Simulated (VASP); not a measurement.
MgO: single point with PBE

The system is MgO.

```
Mg O
1.0
     3.54740    0.00000    0.00000
    -1.77370    3.07214    0.00000
     0.00000    0.00000    5.39470
Mg O
2 2
Direct
  0.33333 0.66667 0.00632
  0.66667 0.33333 0.50632
  0.33333 0.66667 0.39828
  0.66667 0.33333 0.89828
```

```json
{
  "Program": "VASP 6.6.1",
  "Task": "single point",
  "Functional": "PBE",
  "Potentials or basis": "VASP PAW PBE potentials, release 64 (Mg, O)",
  "Cutoff": "520 eV",
  "k mesh": "9 × 9 × 6",
  "Occupations": "gaussian, width 0.05 eV",
  "Spin": "no spin polarisation",
  "Dipole correction": "no",
  "Further INCAR settings": "ALGO = Normal; EDIFF = 1e-07; NBANDS = 16"
}
```

```json
{"Pressure": "-15.2 GPa", "Largest force": "0.052 eV/Å", "Band gap on the k mesh": "2.45 eV, direct"}
```

Forces in eV/Å, atoms in the order of the input:
```
Mg   0.000  0.000  0.052
Mg   0.000  0.000  0.052
O    0.000  0.000 -0.052
O    0.000  0.000 -0.052
```

Stress tensor (GPa, compression positive):
```
-16.26   0.00   0.00
  0.00 -16.26   0.00
  0.00   0.00 -13.12
```

Levels at points of the mesh, in eV from the valence-band top:
```
           k point  band 4  band 5  band 6  band 7  band 8  band 9  band 10  band 11  band 12  band 13
(0.00, 0.00, 0.00)   -0.56   -0.56   -0.27   -0.27    0.00    2.45     6.98     8.73    12.62    12.62
(0.00, 0.00, 0.50)   -1.67   -0.42   -0.42   -0.42   -0.42    4.73     4.73    11.40    11.40    12.98
```

It took 21 s on 1 thread of Intel(R) Xeon(R) 6975P-C (Granite Rapids), on a shared host, peak memory 0.2 GiB.

A k mesh can miss the band edges. PBE gaps usually lie below the measured ones, often by a third to a half.
